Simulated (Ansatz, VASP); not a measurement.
**Two plane-wave programs on Cr**

Contents of POSCAR:

```
Cr
1.0
   -1.4148813462      1.4148813462      1.4148813462
    1.4148813462     -1.4148813462      1.4148813462
    1.4148813462      1.4148813462     -1.4148813462
Cr
1
Direct
    0.0000000000      0.0000000000      0.0000000000
```

The input INCAR.step1:

```
  PREC = Accurate
  ENCUT = 520
  ISMEAR = -1
  SIGMA = 0.05
  LREAL = False
  LASPH = True
  NELM = 150
  ISPIN = 2
  MAGMOM = 1.5
  LMAXMIX = 4
  NBANDS = 16
  GGA = PE
  ALGO = Normal
  EDIFF = 1E-4
  LWAVE = True
  LCHARG = False
```

The input INCAR.step2:

```
  PREC = Accurate
  ENCUT = 520
  EDIFF = 1E-6
  ISMEAR = -1
  SIGMA = 0.05
  LREAL = False
  LASPH = True
  NELM = 150
  ALGO = Normal
  ISIF = 2
  LWAVE = False
  LCHARG = False
  ISPIN = 2
  MAGMOM = 1.5
  LORBIT = 11
  LMAXMIX = 4
  METAGGA = R2SCAN
  LMIXTAU = True
  NBANDS = 16
  ISTART = 1
```

The input KPOINTS:

```
regular mesh
0
Gamma
  2 2 2
```

Input for Ansatz:

```yaml
crystal:
  lattice:
    - [-1.4148813462, 1.4148813462, 1.4148813462]
    - [1.4148813462, -1.4148813462, 1.4148813462]
    - [1.4148813462, 1.4148813462, -1.4148813462]
  atoms:
    - { symbol: Cr, position: [0.0, 0.0, 0.0], spin: 1.5 }
hamiltonian:
  xc: r2scan
  pseudopotentials:
    kind: paw
    azcp:
      Cr: "pseudopotentials/Cr.paw.azcp"
basis:
  ecutwfc: 500
  fft_grid_basis: typed
kpoints:
  mp_grid: { grid: [2, 2, 2], shift: [0, 0, 0] }
magnetization:
  spin_polarized: true
scf:
  occupations: { method: fermi_dirac, width: 0.05 }
  lower_state_search: "off"
output:
  stress: true
```

Alike in both runs: task single point; functional r2SCAN; k mesh 2 × 2 × 2; occupations fermi-dirac, width 0.05 eV; collinear spin.

|  | VASP | Ansatz |
| --- | --- | --- |
| version | VASP 6.6.1 | Ansatz 0.2.0 |
| potentials or method | VASP PAW PBE potentials, release 64 (Cr_pv), cutoff 520 eV | plane waves (500 eV) with PAW, scalar-relativistic |
| valence electrons in the cell | 12 | 14 |

Ansatz gave:

```
pressure (GPa)                                                : 5.3
net moment per atom (μB)                                      : 1.50
size of the moment on the site where the two differ most (μB) : 0.94
```

Q: Which values does VASP return?

A: Pressure (GPa): 5.5; net moment per atom (μB): 1.50; size of the moment on the site where the two differ most (μB): 1.17.

VASP's potentials were made for PBE, not for r2SCAN. Site moments also hang on the region over which each program counts them. The functional is the same, so the differences come from potentials, cutoffs and numerics. VASP's potentials hold 12 valence electrons a cell and Ansatz's 14, so a difference there can come from the potentials and not from the codes. Ansatz's warnings: stability check not made.

The k mesh is coarse, so the values compare programs but aren't converged.
